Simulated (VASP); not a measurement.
A run of VASP 6.6.1:

Contents of INCAR:

```
SYSTEM = Li2Cl3
PREC = Accurate
ENCUT = 600
EDIFF = 1E-6
ISMEAR = 0
SIGMA = 0.1
LREAL = .FALSE.
LASPH = .TRUE.
NELM = 80
ALGO = Normal
ISIF = 3
LWAVE = .FALSE.
LCHARG = .FALSE.
GGA = PE
IBRION = 2
NSW = 100
EDIFFG = -0.01
```

KPOINTS

```
regular mesh
0
G
  12 12 6
  0 0 0
```

Contents of POSCAR:

```
Li2Cl3
1.0
    3.7933115873      0.0000000000      0.0000000000
   -1.8966557936      3.2851041991      0.0000000000
    0.0000000000      0.0000000000      7.8896429014
Li Cl
2 3
Direct
    0.3333333333      0.6666666667      0.2059033560
    0.6666666667      0.3333333333      0.7940966440
    0.0000000000      0.0000000000      0.0000000000
    0.3333333333      0.6666666667      0.6667373676
    0.6666666667      0.3333333333      0.3332626324
```

Potentials or basis: VASP PAW PBE potentials, release 64 (Li_sv, Cl).

Command:

```bash
$ cat potpaw_PBE.64/Li_sv/POTCAR potpaw_PBE.64/Cl/POTCAR > POTCAR
$ mpirun -np 1 vasp_std > vasp.out
```

Hardware: 1 thread of Intel(R) Xeon(R) Platinum 8559C (Emerald Rapids), with other jobs on the host.

**Question.** How long does it take, and how much memory?

**Answer.** Wall time 6 min on 1 thread of Intel(R) Xeon(R) Platinum 8559C (Emerald Rapids), on a shared host, peak memory 0.33 GiB. Counts: scf iterations 44, k points 100, ion steps 6.
